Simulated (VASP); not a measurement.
# ZnS (F-43m) in VASP: notebook

ZnS is run at these levels: PBE; tasks: single point.

Everything below comes from runs of VASP 6.6.1. Logs are shortened: lines on timing, memory, paths and dates and some standing lists are left out, and cuts for length are marked.

### 1 The cell of the first run

Symmetry: F-43m, No. 216, cubic system. The conventional cell has a = 5.427 Å, b = 5.427 Å, c = 5.427 Å, α = 90.00°, β = 90.00°, γ = 90.00°. Within 3.1 Å of Zn (site symmetry -43m) lie 4 S at 2.35 Å. S (site symmetry -43m) has 4 Zn at 2.35 Å within 3.1 Å.

### 2 Single point, PBE (volume scaled by 1.01)

INCAR reads:

```
SYSTEM = ZnS
ALGO = Normal
EDIFF = 1E-6
ENCUT = 520
GGA = PE
ISIF = 2
ISMEAR = -1
LASPH = .TRUE.
LCHARG = .FALSE.
LREAL = .FALSE.
LWAVE = .FALSE.
NBANDS = 16
NELM = 100
PREC = Accurate
SIGMA = 0.01
```

KPOINTS reads:

```
k-points
0
G
  8 8 8
  0 0 0
```

POSCAR reads:

```
ZnS
1.0
    0.0000000000      2.7136356142      2.7136356142
    2.7136356142      0.0000000000      2.7136356142
    2.7136356142      2.7136356142      0.0000000000
Zn S
1 1
Direct
    0.0000000000      0.0000000000      0.0000000000
    0.7500000000      0.7500000000      0.7500000000
```

Potentials or basis: VASP PAW PBE potentials, release 64 (Zn, S).

The run is started by

```bash
$ cat potpaw_PBE.64/Zn/POTCAR potpaw_PBE.64/S/POTCAR > POTCAR
$ mpirun -np 1 vasp_std > vasp.out
```

OUTCAR:

```text
SYSTEM = ZnS
   EDIFF = 1E-6
   ENCUT = 520
   GGA = PE
   ISIF = 2
   ISMEAR = -1
   LASPH = .TRUE.
   LREAL = .FALSE.
   NELM = 100
   PREC = Accurate

 ion  position               nearest neighbor table
   1  0.000  0.000  0.000-   2 2.35   2 2.35   2 2.35   2 2.35
   2  0.750  0.750  0.750-   1 2.35   1 2.35   1 2.35   1 2.35

  LATTYP: Found a face centered cubic cell.
 ALAT       =     5.4272712284

  Lattice vectors:

 A1 = (   0.0000000000,   2.7136356142,   2.7136356142)
 A2 = (   2.7136356142,   0.0000000000,   2.7136356142)
 A3 = (   2.7136356142,   2.7136356142,   0.0000000000)

Analysis of symmetry for initial positions (statically):
=====================================================================
 Subroutine PRICEL returns:
 Original cell was already a primitive cell.

 Routine SETGRP: Setting up the symmetry group for a
 face centered cubic supercell.

 Subroutine GETGRP returns: Found 24 space group operations
 (whereof 24 operations were pure point group operations)
 out of a pool of 48 trial point group operations.

The static configuration has the point symmetry T_d .

Analysis of symmetry for dynamics (positions and initial velocities):
=====================================================================
 Subroutine PRICEL returns:
 Original cell was already a primitive cell.

 Routine SETGRP: Setting up the symmetry group for a
 face centered cubic supercell.

 Subroutine GETGRP returns: Found 24 space group operations
 (whereof 24 operations were pure point group operations)
 out of a pool of 48 trial point group operations.

The dynamic configuration has the point symmetry T_d .

 Subroutine INISYM returns: Found 24 space group operations
 (whereof 24 operations are pure point group operations),
 and found     1 'primitive' translations

----------------------------------------------------------------------------------------

                                     Primitive cell

  volume of cell :      39.9654

  direct lattice vectors                    reciprocal lattice vectors
     0.000000000  2.713635614  2.713635614    -0.184254657  0.184254657  0.184254657
     2.713635614  0.000000000  2.713635614     0.184254657 -0.184254657  0.184254657
     2.713635614  2.713635614  0.000000000     0.184254657  0.184254657 -0.184254657

  length of vectors
     3.837660289  3.837660289  3.837660289     0.319138428  0.319138428  0.319138428

  position of ions in fractional coordinates (direct lattice)
     0.000000000  0.000000000  0.000000000
     0.750000000  0.750000000  0.750000000

  ion indices of the primitive-cell ions
   primitive index   ion index
                 1           1
                 2           2

----------------------------------------------------------------------------------------

 KPOINTS: k-points

Automatic generation of k-mesh.
 Grid dimensions read from file:
 generate k-points for:    8    8    8

 Generating k-lattice:

  Cartesian coordinates                     Fractional coordinates (reciprocal lattice)
    -0.023031832  0.023031832  0.023031832     0.125000000  0.000000000  0.000000000
     0.023031832 -0.023031832  0.023031832     0.000000000  0.125000000  0.000000000
     0.023031832  0.023031832 -0.023031832     0.000000000  0.000000000  0.125000000

  Length of vectors
     0.039892303  0.039892303  0.039892303

  Shift w.r.t. Gamma in fractional coordinates (k-lattice)
     0.000000000  0.000000000  0.000000000

 Subroutine IBZKPT returns following result:
 ===========================================

 Found     29 irreducible k-points:

 Following reciprocal coordinates:
            Coordinates               Weight
  0.000000  0.000000  0.000000      1.000000
  0.125000  0.000000  0.000000      8.000000
  0.250000  0.000000  0.000000      8.000000
  0.375000  0.000000  0.000000      8.000000
  0.500000  0.000000  0.000000      4.000000
  0.125000  0.125000  0.000000      6.000000
[... 16 lines left out ...]
  0.500000  0.250000  0.125000     48.000000
 -0.375000  0.250000  0.125000     24.000000
 [... further k-points ...]
   k-points           NKPTS =     29   k-points in BZ     NKDIM =     29   number of bands    NBANDS=     16
   number of dos      NEDOS =    301   number of ions     NIONS =      2
   total plane-waves  NPLWV =  27000
   dimension x,y,z NGX =    30 NGY =   30 NGZ =   30
   dimension x,y,z NGXF=    60 NGYF=   60 NGZF=   60
   ions per type =               1   1
   NGX,Y,Z   is equivalent  to a cutoff of  13.00, 13.00, 13.00 a.u.
   NGXF,Y,Z  is equivalent  to a cutoff of  25.99, 25.99, 25.99 a.u.
 SYSTEM =  ZnS
   PREC   = accura    normal or accurate (medium, high low for compatibility)
   ISTART =      0    job   : 0-new  1-cont  2-samecut
   ICHARG =      2    charge: 1-file 2-atom 10-const
   ISPIN  =      1    spin polarized calculation?
   LNONCOLLINEAR =      F non collinear calculations
   LSORBIT =      F    spin-orbit coupling
   LASPH  =      T    aspherical Exc in radial PAW
   ENCUT  =  520.0 eV  38.22 Ry    6.18 a.u.   7.14  7.14  7.14*2*pi/ulx,y,z
   NELM   =    100;   NELMIN=  2; NELMDL= -5     # of ELM steps
   EDIFF  = 0.1E-05   stopping-criterion for ELM
   LREAL  =      F    real-space projection
   EDIFFG = 0.1E-04   stopping-criterion for IOM
   NSW    =      0    number of steps for IOM
   IBRION =     -1    ionic relax: 0-MD 1-quasi-New 2-CG
   NFREE  =      0    steps in history (QN), initial steepest desc. (CG)
   ISIF   =      2    stress and relaxation
   ISYM   =      2    0-nonsym 1-usesym 2-fastsym
   POTIM  = 0.5000    time-step for ionic-motion
   TEBEG  =    0.0;   TEEND  =   0.0 temperature during run
   PSTRESS=    0.0 pullay stress
   NELECT =      18.0000    total number of electrons
   NUPDOWN=      -1.0000    fix difference up-down
   EMIN   =  10.00;   EMAX   =-10.00  energy-range for DOS
   EFERMI =   0.00;   METHOD = LEGACY
   ISMEAR =    -1;   SIGMA  =   0.01  broadening in eV -4-tet -1-fermi 0-gaus
   EFERMI_NEDOS =   21; number of points for ismear=-14 and -15
   IALGO  =     38    algorithm
   IMIX   =      4    mixing-type and parameters
     AMIX     =   0.40;   BMIX     =  1.00
     AMIX_MAG =   1.60;   BMIX_MAG =  1.00
  volume/ion in A,a.u.               =      19.98       134.85
  Fermi-wavevector in a.u.,A,eV,Ry     =   1.254886  2.371390 21.425610  1.574738
  Thomas-Fermi vector in A             =   2.388669
   LORBIT       =      0    0 simple, 1 ext, 2 COOP (PROOUT), +10 PAW based schemes
   GGA     = PE    functional components
   LHFCALC =     F    Hartree Fock is set to
   AEXX    =    0.0000 exact exchange contribution
   IVDW    =     0    specifies the selected vdW correction
   LEPSILON=     F    determine dielectric tensor
   LRPA    =     F    only Hartree local field effects (RPA)
 non-spin polarized calculation
  energy-cutoff  :      520.00
  volume of cell :       39.97
 maximum number of plane-waves:      1090
 NGX is ok and might be reduce to    30
   NGX = 15   NGY = 15   NGZ = 15

 number of electron      18.0000012 magnetization

 Free energy of the ion-electron system (eV)
  ---------------------------------------------------
  ext. energy  EPLUGINS =         0.00000000
  ---------------------------------------------------
  free energy    TOTEN  =        -6.85124043 eV

  energy without entropy =       -6.85124043  energy(sigma->0) =       -6.85124043

 E-fermi :   2.2032     XC(G=0):  -9.5697

 val. band max:        1.9877236957   @ k =   0.0000   0.0000   0.0000
 cond. band min:       4.0453161816   @ k =   0.0000   0.0000   0.0000
 fundamental gap:      2.0575924860
 Fermi energy:         2.2031634508

 k-point     1 :       0.0000    0.0000    0.0000
  band No.  band energies     occupation
      1     -11.0635      2.00000
      2      -4.3012      2.00000
      3      -4.3012      2.00000
      4      -4.3012      2.00000
      5      -3.8183      2.00000
      6      -3.8183      2.00000
[... 8 lines left out ...]
     15      13.7354      0.00000
     16      13.7858      0.00000

 k-point     2 :       0.1250    0.0000    0.0000
  band No.  band energies     occupation
      1     -10.9494      2.00000
      2      -4.2989      2.00000
      3      -4.2808      2.00000
      4      -4.2808      2.00000
      5      -3.8198      2.00000
      6      -3.8198      2.00000
[... 8 lines left out ...]
     15      13.1488      0.00000
     16      14.5782      0.00000

 k-point     3 :       0.2500    0.0000    0.0000
  band No.  band energies     occupation
      1     -10.6517      2.00000
      2      -4.2492      2.00000
      3      -4.2360      2.00000
      4      -4.2360      2.00000
      5      -3.8167      2.00000
      6      -3.8167      2.00000
[... 8 lines left out ...]
     15      12.9498      0.00000
     16      14.1589      0.00000

 k-point     4 :       0.3750    0.0000    0.0000
  band No.  band energies     occupation
      1     -10.3145      2.00000
      2      -4.2005      2.00000
      3      -4.2005      2.00000
      4      -4.0317      2.00000
      5      -3.8004      2.00000
      6      -3.8004      2.00000
[... 8 lines left out ...]
     15      14.0425      0.00000
     16      14.0425      0.00000

 k-point     5 :       0.5000    0.0000    0.0000
  band No.  band energies     occupation
      1     -10.1599      2.00000
      2      -4.1893      2.00000
      3      -4.1893      2.00000
      4      -3.7889      2.00000
      5      -3.7889      2.00000
      6      -3.6197      2.00000
[... 8 lines left out ...]
     15      15.3622      0.00000
     16      15.3623      0.00000

 k-point     6 :       0.1250    0.1250    0.0000
  band No.  band energies     occupation
      1     -10.9113      2.00000
      2      -4.3191      2.00000
      3      -4.2631      2.00000
      4      -4.2631      2.00000
      5      -3.8341      2.00000
      6      -3.8076      2.00000
[... 8 lines left out ...]
     15      13.9360      0.00000
     16      15.0740      0.00000

 k-point     7 :       0.2500    0.1250    0.0000
  band No.  band energies     occupation
      1     -10.6740      2.00000
      2      -4.3080      2.00000
      3      -4.2157      2.00000
      4      -4.2143      2.00000
      5      -3.8415      2.00000
      6      -3.7977      2.00000
[... 8 lines left out ...]
     15      13.9162      0.00000
     16      15.6171      0.00000

 k-point     8 :       0.3750    0.1250    0.0000
  band No.  band energies     occupation
      1     -10.3450      2.00000
      2      -4.2293      2.00000
      3      -4.1735      2.00000
      4      -4.1111      2.00000
      5      -3.8161      2.00000
      6      -3.7863      2.00000
[... 8 lines left out ...]
     15      14.6638      0.00000
     16      15.0215      0.00000

 k-point     9 :       0.5000    0.1250    0.0000
  band No.  band energies     occupation
      1     -10.1209      2.00000
      2      -4.1909      2.00000
      3      -4.1586      2.00000
      4      -3.8670      2.00000
      5      -3.7860      2.00000
      6      -3.6578      2.00000
[... 8 lines left out ...]
     15      15.3809      0.00000
     16      15.4251      0.00000
[... 172 lines left out ...]
 k-point    19 :       0.5000    0.3750    0.0000
  band No.  band energies     occupation
      1      -9.9067      2.00000
      2      -4.2808      2.00000
      3      -4.0009      2.00000
      4      -3.9816      2.00000
      5      -3.7579      2.00000
      6      -3.6281      2.00000
[... 8 lines left out ...]
     15      15.6523      0.00000
     16      16.7380      0.00000

 k-point    20 :      -0.3750    0.3750    0.0000
  band No.  band energies     occupation
      1      -9.8792      2.00000
      2      -4.2151      2.00000
      3      -4.0274      2.00000
      4      -3.9184      2.00000
      5      -3.7841      2.00000
      6      -3.4819      2.00000
[... 8 lines left out ...]
     15      14.4363      0.00000
     16      17.6844      0.00000

 k-point    21 :       0.5000    0.5000    0.0000
  band No.  band energies     occupation
      1      -9.8562      2.00000
      2      -4.3166      2.00000
      3      -3.9685      2.00000
      4      -3.9685      2.00000
      5      -3.7454      2.00000
      6      -3.6066      2.00000
[... 8 lines left out ...]
     15      15.6860      0.00000
     16      16.4848      0.00000

 k-point    22 :       0.3750    0.2500    0.1250
  band No.  band energies     occupation
      1     -10.4186      2.00000
      2      -4.2734      2.00000
      3      -4.1720      2.00000
      4      -4.1448      2.00000
      5      -3.8394      2.00000
      6      -3.7814      2.00000
[... 8 lines left out ...]
     15      14.7371      0.00000
     16      16.9933      0.00000

 k-point    23 :       0.5000    0.2500    0.1250
  band No.  band energies     occupation
      1     -10.1371      2.00000
      2      -4.1904      2.00000
      3      -4.1417      2.00000
      4      -3.9986      2.00000
      5      -3.8006      2.00000
      6      -3.7456      2.00000
[... 8 lines left out ...]
     15      15.6864      0.00000
     16      16.2577      0.00000

 k-point    24 :      -0.3750    0.2500    0.1250
  band No.  band energies     occupation
      1     -10.0112      2.00000
      2      -4.1757      2.00000
      3      -4.1212      2.00000
      4      -3.8683      2.00000
      5      -3.8058      2.00000
      6      -3.5551      2.00000
[... 8 lines left out ...]
     15      15.4029      0.00000
     16      16.1886      0.00000

 [... further k-points ...]
[... 5 lines left out ...]
  --------------------------------------------------------------------------------------
  -------------------------------------------------------------------------------------
  Total        0.1972047      0.1972047      0.1972047      0.0000000      0.0000000     -0.0000000
  in kB        7.9057533      7.9057533      7.9057533      0.0000000      0.0000000     -0.0000000
  external PRESSURE =       7.9057533 kB  Pullay stress =       0.0000000 kB

 VOLUME and BASIS-vectors are now :
 -----------------------------------------------------------------------------
  energy-cutoff  :      520.00
  volume of cell :       39.97
      direct lattice vectors                 reciprocal lattice vectors
     0.000000000  2.713635614  2.713635614    -0.184254657  0.184254657  0.184254657
     2.713635614  0.000000000  2.713635614     0.184254657 -0.184254657  0.184254657
     2.713635614  2.713635614  0.000000000     0.184254657  0.184254657 -0.184254657

 POSITION                                       TOTAL-FORCE (eV/Angst)
 -----------------------------------------------------------------------------------
      0.00000      0.00000      0.00000        -0.000000     -0.000000     -0.000000
      4.07045      4.07045      4.07045         0.000000      0.000000      0.000000
 -----------------------------------------------------------------------------------
    total drift:                                0.000000      0.000000      0.000000

  FREE ENERGIE OF THE ION-ELECTRON SYSTEM (eV)
  ---------------------------------------------------
  free  energy   TOTEN  =        -6.8512404296 eV

  energy  without entropy=       -6.8512404295  energy(sigma->0) =       -6.85124043
```

Wall time 10 s (1 thread of AMD EPYC 9R45 (Zen 5), shared host); peak memory 0.14 GiB.

What came out:

```
Free energy            : -6.8512 eV
Pressure               : 0.8 GPa
Band gap on the k mesh : 2.06 eV, direct
```

(Continued in part 2 of 2.)
